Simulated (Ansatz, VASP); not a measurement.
# Al3H in VASP and in Ansatz

```
CELL_PARAMETERS angstrom
5.29055 0.00000 0.00000
-2.64527 4.58175 0.00000
0.00000 0.00000 2.78037
ATOMIC_POSITIONS crystal
Al 0.50000 0.00000 0.50000
Al 0.00000 0.50000 0.50000
Al 0.50000 0.50000 0.50000
H 0.00000 0.00000 0.00000
```

Alike in both runs: functional PBE; k mesh 6 × 6 × 6; occupations gaussian, width 0.1 eV; no spin polarisation.

Ansatz relaxed the structure, and its values are those at the end. VASP's run is a single point on that final structure, the one shown.

|  | VASP | Ansatz |
| --- | --- | --- |
| version | VASP 6.6.1 | Ansatz 0.2.0 |
| potentials or method | VASP PAW PBE potentials, release 64 (Al, H), cutoff 520 eV | scalar-relativistic, plane waves, PAW |
| valence electrons in the cell | 10 | 10 |

```tsv
	VASP	Ansatz	Ansatz less VASP
gap on the k mesh at the Fermi level (eV)	none	none	-
pressure (GPa)	0.0	0.0	+0.03
```

A gap of «none» marks a metal or a gap that the smearing closes.

The k mesh is coarse, so the values compare programs but aren't converged.
